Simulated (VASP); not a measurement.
# SnTe (F-43m) in VASP: notebook

SnTe is run at these levels: PBEsol, PBE, PBE+D3(BJ), BLYP; tasks: single point.

Everything below comes from runs of VASP 6.6.1. Logs are shortened: lines on timing, memory, paths and dates and some standing lists are left out, and cuts for length are marked.

## (1) The cell of the first run

It takes space group F-43m (No. 216, cubic). Conventional cell: a = 7.982 Å, b = 7.982 Å, c = 7.982 Å, α = 90.00°, β = 90.00°, γ = 90.00°. Within 4.5 Å of Sn (site symmetry -43m) lie 4 Te at 3.46 Å. Te (site symmetry -43m) has 4 Sn at 3.46 Å within 4.5 Å.

## (2) Single point, PBEsol

Contents of INCAR:

```
  PREC = Accurate
  ENCUT = 500
  EDIFF = 1E-6
  ISMEAR = -1
  SIGMA = 0.0052
  LREAL = False
  LASPH = True
  NELM = 120
  ALGO = Normal
  ISIF = 2
  LWAVE = False
  LCHARG = False
  GGA = PS
  NBANDS = 17
  GGA_COMPAT = False
```

Contents of KPOINTS:

```
Automatic mesh
0
Gamma
  3 3 3
```

Contents of POSCAR:

```
SnTe
1.0
    0.0000000000      3.9910726831      3.9910726831
    3.9910726831      0.0000000000      3.9910726831
    3.9910726831      3.9910726831      0.0000000000
Sn Te
1 1
Direct
    0.0000000000      0.0000000000      0.0000000000
    0.7500000000      0.7500000000      0.7500000000
```

Potentials or basis: VASP PAW PBE potentials, release 64 (Sn_d, Te).

Run with:

```
cat potpaw_PBE.64/Sn_d/POTCAR potpaw_PBE.64/Te/POTCAR > POTCAR
mpirun -np 1 vasp_std > vasp.out
```

OUTCAR:

```text
PREC = Accurate
   ENCUT = 500
   EDIFF = 1E-6
   ISMEAR = -1
   LREAL = False
   LASPH = True
   NELM = 120
   ISIF = 2
   GGA = PS

 ion  position               nearest neighbor table
   1  0.000  0.000  0.000-   2 3.46   2 3.46   2 3.46   2 3.46
   2  0.750  0.750  0.750-   1 3.46   1 3.46   1 3.46   1 3.46

  LATTYP: Found a face centered cubic cell.
 ALAT       =     7.9821453662

  Lattice vectors:

 A1 = (   0.0000000000,   3.9910726831,   3.9910726831)
 A2 = (   3.9910726831,   0.0000000000,   3.9910726831)
 A3 = (   3.9910726831,   3.9910726831,   0.0000000000)

Analysis of symmetry for initial positions (statically):
=====================================================================
 Subroutine PRICEL returns:
 Original cell was already a primitive cell.

 Routine SETGRP: Setting up the symmetry group for a
 face centered cubic supercell.

 Subroutine GETGRP returns: Found 24 space group operations
 (whereof 24 operations were pure point group operations)
 out of a pool of 48 trial point group operations.

The static configuration has the point symmetry T_d .

Analysis of symmetry for dynamics (positions and initial velocities):
=====================================================================
 Subroutine PRICEL returns:
 Original cell was already a primitive cell.

 Routine SETGRP: Setting up the symmetry group for a
 face centered cubic supercell.

 Subroutine GETGRP returns: Found 24 space group operations
 (whereof 24 operations were pure point group operations)
 out of a pool of 48 trial point group operations.

The dynamic configuration has the point symmetry T_d .

 Subroutine INISYM returns: Found 24 space group operations
 (whereof 24 operations are pure point group operations),
 and found     1 'primitive' translations

----------------------------------------------------------------------------------------

                                     Primitive cell

  volume of cell :     127.1449

  direct lattice vectors                    reciprocal lattice vectors
     0.000000000  3.991072683  3.991072683    -0.125279603  0.125279603  0.125279603
     3.991072683  0.000000000  3.991072683     0.125279603 -0.125279603  0.125279603
     3.991072683  3.991072683  0.000000000     0.125279603  0.125279603 -0.125279603

  length of vectors
     5.644229117  5.644229117  5.644229117     0.216990637  0.216990637  0.216990637

  position of ions in fractional coordinates (direct lattice)
     0.000000000  0.000000000  0.000000000
     0.750000000  0.750000000  0.750000000

  ion indices of the primitive-cell ions
   primitive index   ion index
                 1           1
                 2           2

----------------------------------------------------------------------------------------

 KPOINTS: Automatic mesh

Automatic generation of k-mesh.
 Grid dimensions read from file:
 generate k-points for:    3    3    3

 Generating k-lattice:

  Cartesian coordinates                     Fractional coordinates (reciprocal lattice)
    -0.041759868  0.041759868  0.041759868     0.333333333  0.000000000  0.000000000
     0.041759868 -0.041759868  0.041759868     0.000000000  0.333333333  0.000000000
     0.041759868  0.041759868 -0.041759868     0.000000000  0.000000000  0.333333333

  Length of vectors
     0.072330212  0.072330212  0.072330212

  Shift w.r.t. Gamma in fractional coordinates (k-lattice)
     0.000000000  0.000000000  0.000000000

 Subroutine IBZKPT returns following result:
 ===========================================

 Found      4 irreducible k-points:

 Following reciprocal coordinates:
            Coordinates               Weight
  0.000000  0.000000  0.000000      1.000000
  0.333333  0.000000  0.000000      8.000000
  0.333333  0.333333  0.000000      6.000000
 -0.333333  0.333333  0.000000     12.000000
   k-points           NKPTS =      4   k-points in BZ     NKDIM =      4   number of bands    NBANDS=     17
   number of dos      NEDOS =    301   number of ions     NIONS =      2
   total plane-waves  NPLWV =  74088
   dimension x,y,z NGX =    42 NGY =   42 NGZ =   42
   dimension x,y,z NGXF=    84 NGYF=   84 NGZF=   84
   ions per type =               1   1
   NGX,Y,Z   is equivalent  to a cutoff of  12.37, 12.37, 12.37 a.u.
   NGXF,Y,Z  is equivalent  to a cutoff of  24.74, 24.74, 24.74 a.u.
 SYSTEM =  unknown system
   PREC   = accura    normal or accurate (medium, high low for compatibility)
   ISTART =      0    job   : 0-new  1-cont  2-samecut
   ICHARG =      2    charge: 1-file 2-atom 10-const
   ISPIN  =      1    spin polarized calculation?
   LNONCOLLINEAR =      F non collinear calculations
   LSORBIT =      F    spin-orbit coupling
   LASPH  =      T    aspherical Exc in radial PAW
   ENCUT  =  500.0 eV  36.75 Ry    6.06 a.u.  10.29 10.29 10.29*2*pi/ulx,y,z
   NELM   =    120;   NELMIN=  2; NELMDL= -5     # of ELM steps
   EDIFF  = 0.1E-05   stopping-criterion for ELM
   LREAL  =      F    real-space projection
   EDIFFG = 0.1E-04   stopping-criterion for IOM
   NSW    =      0    number of steps for IOM
   IBRION =     -1    ionic relax: 0-MD 1-quasi-New 2-CG
   NFREE  =      0    steps in history (QN), initial steepest desc. (CG)
   ISIF   =      2    stress and relaxation
   ISYM   =      2    0-nonsym 1-usesym 2-fastsym
   POTIM  = 0.5000    time-step for ionic-motion
   TEBEG  =    0.0;   TEEND  =   0.0 temperature during run
   PSTRESS=    0.0 pullay stress
   NELECT =      20.0000    total number of electrons
   NUPDOWN=      -1.0000    fix difference up-down
   EMIN   =  10.00;   EMAX   =-10.00  energy-range for DOS
   EFERMI =   0.00;   METHOD = LEGACY
   ISMEAR =    -1;   SIGMA  =   0.01  broadening in eV -4-tet -1-fermi 0-gaus
   EFERMI_NEDOS =   21; number of points for ismear=-14 and -15
   IALGO  =     38    algorithm
   IMIX   =      4    mixing-type and parameters
     AMIX     =   0.40;   BMIX     =  1.00
     AMIX_MAG =   1.60;   BMIX_MAG =  1.00
  volume/ion in A,a.u.               =      63.57       429.01
  Fermi-wavevector in a.u.,A,eV,Ry     =   0.883728  1.670003 10.625808  0.780975
  Thomas-Fermi vector in A             =   2.004533
   LORBIT       =      0    0 simple, 1 ext, 2 COOP (PROOUT), +10 PAW based schemes
   GGA     = PS    functional components
   LHFCALC =     F    Hartree Fock is set to
   AEXX    =    0.0000 exact exchange contribution
   IVDW    =     0    specifies the selected vdW correction
   LEPSILON=     F    determine dielectric tensor
   LRPA    =     F    only Hartree local field effects (RPA)
 non-spin polarized calculation
  energy-cutoff  :      500.00
  volume of cell :      127.14
 maximum number of plane-waves:      3239
 NGX is ok and might be reduce to    42
   NGX = 21   NGY = 21   NGZ = 21

 number of electron      19.9999994 magnetization

 Free energy of the ion-electron system (eV)
  ---------------------------------------------------
  ext. energy  EPLUGINS =         0.00000000
  ---------------------------------------------------
  free energy    TOTEN  =        -6.90617441 eV

  energy without entropy =       -6.90617441  energy(sigma->0) =       -6.90617441

 E-fermi :   0.4085     XC(G=0):  -6.4835

 val. band max:        0.2519505568   @ k =  -0.3333   0.3333   0.0000
 cond. band min:       1.2995127917   @ k =   0.3333   0.3333   0.0000
 fundamental gap:      1.0475622348
 Fermi energy:         0.4084997593

 k-point     1 :       0.0000    0.0000    0.0000
  band No.  band energies     occupation
      1     -21.0344      2.00000
      2     -21.0344      2.00000
      3     -21.0333      2.00000
      4     -21.0333      2.00000
      5     -21.0333      2.00000
      6      -9.5193      2.00000
      7      -5.0739      2.00000
      8      -0.4857      2.00000
      9      -0.4857      2.00000
     10      -0.4857      2.00000
     11       1.9043      0.00000
     12       1.9043      0.00000
     13       1.9043      0.00000
     14       4.8433      0.00000
     15       7.2234      0.00000
     16       7.2234      0.00000
     17       8.2843      0.00000

 k-point     2 :       0.3333    0.0000    0.0000
  band No.  band energies     occupation
      1     -21.0344      2.00000
      2     -21.0344      2.00000
      3     -21.0334      2.00000
      4     -21.0330      2.00000
      5     -21.0330      2.00000
      6      -9.3402      2.00000
      7      -5.6012      2.00000
      8      -0.7664      2.00000
      9      -0.7664      2.00000
     10      -0.6796      2.00000
     11       2.3820      0.00000
     12       2.3820      0.00000
     13       2.6279      0.00000
     14       6.1669      0.00000
     15       6.9032      0.00000
     16       6.9032      0.00000
     17       7.6106      0.00000

 k-point     3 :       0.3333    0.3333    0.0000
  band No.  band energies     occupation
      1     -21.0345      2.00000
      2     -21.0343      2.00000
      3     -21.0337      2.00000
      4     -21.0329      2.00000
      5     -21.0329      2.00000
      6      -9.2760      2.00000
      7      -5.7499      2.00000
      8      -1.1227      2.00000
      9      -1.1227      2.00000
     10       0.1514      2.00000
     11       1.2995      0.00000
     12       3.1868      0.00000
     13       3.1868      0.00000
     14       5.5607      0.00000
     15       6.9830      0.00000
     16       8.1482      0.00000
     17       9.1900      0.00000

 k-point     4 :      -0.3333    0.3333    0.0000
  band No.  band energies     occupation
      1     -21.0345      2.00000
      2     -21.0343      2.00000
      3     -21.0335      2.00000
      4     -21.0329      2.00000
      5     -21.0329      2.00000
      6      -9.2046      2.00000
      7      -5.9092      2.00000
      8      -1.5366      2.00000
      9      -1.0609      2.00000
     10       0.2520      2.00000
     11       2.0467      0.00000
     12       3.0550      0.00000
     13       3.1473      0.00000
     14       5.7153      0.00000
     15       7.0277      0.00000
     16       7.0372      0.00000
     17       8.9844      0.00000

------------------------ aborting loop because EDIFF is reached ----------------------------------------

  FORCE on cell =-STRESS in cart. coord.  units (eV):
  Direction    XX          YY          ZZ          XY          YZ          ZX
  --------------------------------------------------------------------------------------
  -------------------------------------------------------------------------------------
  Total       -3.8487373     -3.8487373     -3.8487373      0.0000000     -0.0000000      0.0000000
  in kB      -48.4986830    -48.4986830    -48.4986830      0.0000000     -0.0000000      0.0000000
  external PRESSURE =     -48.4986830 kB  Pullay stress =       0.0000000 kB

 VOLUME and BASIS-vectors are now :
 -----------------------------------------------------------------------------
  energy-cutoff  :      500.00
  volume of cell :      127.14
      direct lattice vectors                 reciprocal lattice vectors
     0.000000000  3.991072683  3.991072683    -0.125279603  0.125279603  0.125279603
     3.991072683  0.000000000  3.991072683     0.125279603 -0.125279603  0.125279603
     3.991072683  3.991072683  0.000000000     0.125279603  0.125279603 -0.125279603

 POSITION                                       TOTAL-FORCE (eV/Angst)
 -----------------------------------------------------------------------------------
      0.00000      0.00000      0.00000         0.000000     -0.000000     -0.000000
      5.98661      5.98661      5.98661        -0.000000      0.000000      0.000000
 -----------------------------------------------------------------------------------
    total drift:                                0.000000      0.000000      0.000000

  FREE ENERGIE OF THE ION-ELECTRON SYSTEM (eV)
  ---------------------------------------------------
  free  energy   TOTEN  =        -6.9061744138 eV

  energy  without entropy=       -6.9061744138  energy(sigma->0) =       -6.90617441
```

Run time: 14 s. Hardware: 1 thread of Intel Xeon 6975P-C (Granite Rapids), shared host; peak memory 0.25 GiB.

What came out:

- Free energy: -6.9062 eV
- Pressure: -4.8 GPa
- Band gap on the k mesh: 1.05 eV, indirect (least direct gap 1.15 eV)

Caveat: the k points lie up to 0.45 Å⁻¹ apart; the PAW data sets were made with another functional, which shifts forces and pressure a little; spin-orbit coupling is left out, which moves the levels of the heavy elements. A k mesh can miss the band edges.

## (3) Single point, PBE

This run uses another cell than the first one, of 41.91 Å³/atom, 0.659 times its volume.

Contents of INCAR:

```
SYSTEM = SnTe
ALGO = Normal ; EDIFF = 1E-6
ENCUT = 500 ; GGA = PE
GGA_COMPAT = .False. ; ISIF = 2
ISMEAR = 0 ; LASPH = .True.
LCHARG = .False. ; LREAL = .False.
LWAVE = .False. ; NBANDS = 17
NELM = 120 ; PREC = Accurate
SIGMA = 0.1
```

Contents of KPOINTS:

```
k-points
0
Gamma
  4 4 4
  0 0 0
```

Contents of POSCAR:

```
SnTe
1.0
    0.0000000000      3.4735619571      3.4735619571
    3.4735619571      0.0000000000      3.4735619571
    3.4735619571      3.4735619571      0.0000000000
Sn Te
1 1
Direct
    0.0000000000      0.0000000000      0.0000000000
    0.7500000000      0.7500000000      0.7500000000
```

Potentials or basis: VASP PAW PBE potentials, release 64 (Sn_d, Te).

Run with:

```
cat potpaw_PBE.64/Sn_d/POTCAR potpaw_PBE.64/Te/POTCAR > POTCAR
mpirun -np 1 vasp_std > vasp.out
```

Run time: 11 s. Hardware: 1 thread of Intel Xeon 6975P-C (Granite Rapids), shared host; peak memory 0.2 GiB.

Results (log left out):

```
Free energy            : -7.0136 eV
Pressure               : 2.5 GPa
Band gap on the k mesh : zero (band 10 reaches 4.36 eV, above the bottom of band 11 at 4.10 eV)
```

Levels at points of the mesh, in eV from the Fermi level:
```
           k point  band 8  band 9  band 10  band 11  band 12  band 13
(0.00, 0.00, 0.00)   -2.39   -2.39    -2.39     0.79     0.79     0.79
(0.50, 0.00, 0.00)   -3.00   -3.00    -2.31     1.65     1.65     3.69
(0.50, 0.50, 0.00)   -3.76   -3.76    -0.90    -0.23     4.20     4.20
```

Caveat: the k points lie up to 0.39 Å⁻¹ apart; spin-orbit coupling is left out, which moves the levels of the heavy elements.

## (4) Single point, PBE+D3(BJ)

This run uses another cell than the first one, of 47.09 Å³/atom, 0.741 times its volume.

Contents of INCAR:

```
ALGO     = Normal         # electronic algorithm
EDIFF    = 1E-6           # SCF threshold, eV
ENCUT    = 500            # plane-wave cutoff, eV
GGA      = PE             # functional
GGA_COMPAT= F            
ISIF     = 2              # what is computed and relaxed
ISMEAR   = -1             # smearing method
IVDW     = 12             # dispersion correction
LASPH    = T              # aspherical terms in the spheres
LCHARG   = F              # write CHGCAR
LREAL    = F              # projectors in reciprocal space
LWAVE    = F              # write WAVECAR
NBANDS   = 17             # bands
NELM     = 120            # most SCF steps
PREC     = Accurate       # precision mode
SIGMA    = 0.008617333262145177 # smearing width, eV
```

Contents of KPOINTS:

```
k-points
0
Gamma
  4 4 4
```

Contents of POSCAR:

```
SnTe
1.0
    0.0000000000      3.6111460000      3.6111460000
    3.6111460000      0.0000000000      3.6111460000
    3.6111460000      3.6111460000      0.0000000000
Sn Te
1 1
Direct
    0.0000000000      0.0000000000      0.0000000000
    0.7500000000      0.7500000000      0.7500000000
```

Run with:

```
cat potpaw_PBE.64/Sn_d/POTCAR potpaw_PBE.64/Te/POTCAR > POTCAR
mpirun -np 1 vasp_std > vasp.out
```

It took 18 s on 1 thread of Intel Xeon 6975P-C (Granite Rapids), shared host; peak memory 0.24 GiB.

The run converged. Its results:

| Property | Result |
| --- | --- |
| Free energy | -7.6137 eV |
| Pressure | -1.1 GPa |
| Band gap on the k mesh | 0.09 eV, indirect (least direct gap 0.80 eV) |
| Dispersion energy per atom | -0.270 eV |

Levels at points of the mesh, in eV from the valence-band top:
| k point | band 7 | band 8 | band 9 | band 10 | band 11 | band 12 | band 13 | band 14 |
| --- | --- | --- | --- | --- | --- | --- | --- | --- |
| (0.00, 0.00, 0.00) | -5.21 | -1.96 | -1.96 | -1.96 | 0.98 | 0.98 | 0.98 | 4.09 |
| (0.50, 0.00, 0.00) | -7.03 | -2.49 | -2.49 | -2.07 | 1.78 | 1.78 | 3.37 | 5.65 |
| (0.50, 0.50, 0.00) | -7.39 | -3.15 | -3.15 | -0.71 | 0.09 | 3.85 | 3.85 | 5.39 |

Caveat: spin-orbit coupling is left out, which moves the levels of the heavy elements.

## (5) Single point, BLYP

This run uses another cell than the first one, of 47.09 Å³/atom, 0.741 times its volume.

Contents of INCAR:

```
SYSTEM = SnTe
PREC = Accurate
ENCUT = 500
EDIFF = 1E-6
ISMEAR = 0
SIGMA = 0.1
LREAL = .False.
LASPH = .True.
NELM = 120
ALGO = Normal
ISIF = 2
LWAVE = .False.
LCHARG = .True.
GGA = B5
ALDAX = 1.0
AGGAX = 1.0
AGGAC = 1.0
ALDAC = 0.0
LELF = .True.
LVHAR = .True.
NBANDS = 17
GGA_COMPAT = .False.
```

Contents of KPOINTS:

```
Automatic mesh
0
Gamma
  4 4 4
  0 0 0
```

Contents of POSCAR:

```
SnTe
1.0
    0.0000000000      3.6111460000      3.6111460000
    3.6111460000      0.0000000000      3.6111460000
    3.6111460000      3.6111460000      0.0000000000
Sn Te
1 1
Direct
    0.2710000000      0.0060000000      0.3890000000
    1.0210000000      0.7560000000      1.1390000000
```

Run with:

```
cat potpaw_PBE.64/Sn_d/POTCAR potpaw_PBE.64/Te/POTCAR > POTCAR
mpirun -np 1 vasp_std > vasp.out
```

Run time: 37 s. Hardware: 1 thread of Intel Xeon 6975P-C (Granite Rapids), shared host; peak memory 0.23 GiB.

It converged, with:

```yaml
Free_energy: -6.1150 eV
Pressure: 1.4 GPa
Band_gap_on_the_k_mesh: 0.15 eV, indirect (least direct gap 0.82 eV)
```

Levels at points of the mesh, in eV from the valence-band top:
| k point | band 8 | band 9 | band 10 | band 11 | band 12 | band 13 |
| --- | --- | --- | --- | --- | --- | --- |
| (0.00, 0.00, 0.00) | -1.90 | -1.90 | -1.90 | 1.00 | 1.00 | 1.00 |
| (0.50, 0.00, 0.00) | -2.43 | -2.43 | -2.04 | 1.80 | 1.80 | 3.35 |
| (0.50, 0.50, 0.00) | -3.09 | -3.09 | -0.67 | 0.15 | 3.82 | 3.82 |

Caveat: the PAW data sets were made with another functional, which shifts forces and pressure a little; spin-orbit coupling is left out, which moves the levels of the heavy elements.

(Continued in part 2 of 2.)
